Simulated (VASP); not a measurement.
A run of VASP 6.6.1 is set up as follows.

The input INCAR:

```
SYSTEM = Si
PREC = Accurate ; ENCUT = 520
EDIFF = 1E-7 ; ISMEAR = 0
SIGMA = 0.15 ; LREAL = .FALSE.
LASPH = .TRUE. ; NELM = 80
ALGO = Normal ; ISIF = 2
LWAVE = .FALSE. ; LCHARG = .TRUE.
LELF = .TRUE. ; LVHAR = .TRUE.
NBANDS = 8
```

KPOINTS

```
regular mesh
0
G
  24 24 24
  0 0 0
```

Contents of POSCAR:

```
Si
1.0
    2.7650008795      0.0000000000      0.0000000000
   -1.3825004398      2.1234786254      0.0000000000
    0.0000000000      0.0000000000      2.4707612611
Si
1
Direct
    0.0000000000      0.0000000000      0.0000000000
```

Potentials or basis: VASP PAW LDA potentials, release 64 (Si).

Launch:

```sh
$ cat potpaw_LDA.64/Si/POTCAR > POTCAR
$ mpirun -np 1 vasp_std > vasp.out
```

What does it give for the band gap on the k mesh?

Zero (band 2 reaches 17.21 eV, above the bottom of band 3 at 5.80 eV).

Predict the pressure.

1.7 GPa.

Stress tensor (GPa, compression positive):
```
-0.08  0.00  0.00
 0.00  6.45  0.00
 0.00  0.00 -1.41
```

Caveat: the cell differs from its parent crystal (strain +0.0600 x Voigt [1, -1, 0, 0, 0, 0]).
